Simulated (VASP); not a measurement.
## CuO: single point with PBEsol

The system is CuO.

```
Cu O
1.0
     2.87950    0.00000    0.00000
     0.03907    2.87928    0.00000
     0.01750    0.01724    5.17634
Cu O
2 2
Direct
  0.00000 0.50000 0.00000
  0.50000 0.00000 0.50000
  0.99842 0.00167 0.74989
  0.00158 0.99833 0.25011
```

```yaml
Program: VASP 6.6.1
Task: single point
Functional: PBEsol
Potentials_or_basis: VASP PAW PBE potentials, release 64 (Cu, O)
Cutoff: 520 eV
k_mesh: 9 × 9 × 5
Occupations: fermi-dirac, width 0.05 eV
Spin: no spin polarisation
```

The pressure is -1.3 GPa and the largest force is 0.012 eV/Å. The band gap on the k mesh is zero (band 17 reaches 5.76 eV, above the bottom of band 18 at 4.81 eV).

Forces in eV/Å, atoms in the order of the input:
```
Cu   0.000  0.000  0.000
Cu   0.000  0.000  0.000
O    0.005 -0.006  0.010
O   -0.005  0.006 -0.010
```

Stress tensor (GPa, compression positive):
```
-0.13 -0.08 -0.01
-0.08 -0.17  0.00
-0.01  0.00 -3.62
```

Levels at points of the mesh, in eV from the Fermi level:
| k point | band 15 | band 16 | band 17 | band 18 | band 19 | band 20 |
| --- | --- | --- | --- | --- | --- | --- |
| (0.00, 0.00, 0.00) | -2.32 | -2.02 | 0.68 | 0.72 | 1.46 | 6.10 |

Wall time 88 s on 1 thread of Intel(R) Xeon(R) 6975P-C (Granite Rapids), on a shared host, peak memory 0.29 GiB.

Caveat: the PAW data sets were made with another functional, which shifts forces and pressure a little; semilocal functionals often make such compounds metallic where correlation or magnetic order opens a gap, which also shifts bond lengths. With open d or f shells a metallic result of PBEsol can be an artefact of self-interaction; +U or a hybrid may open a gap.
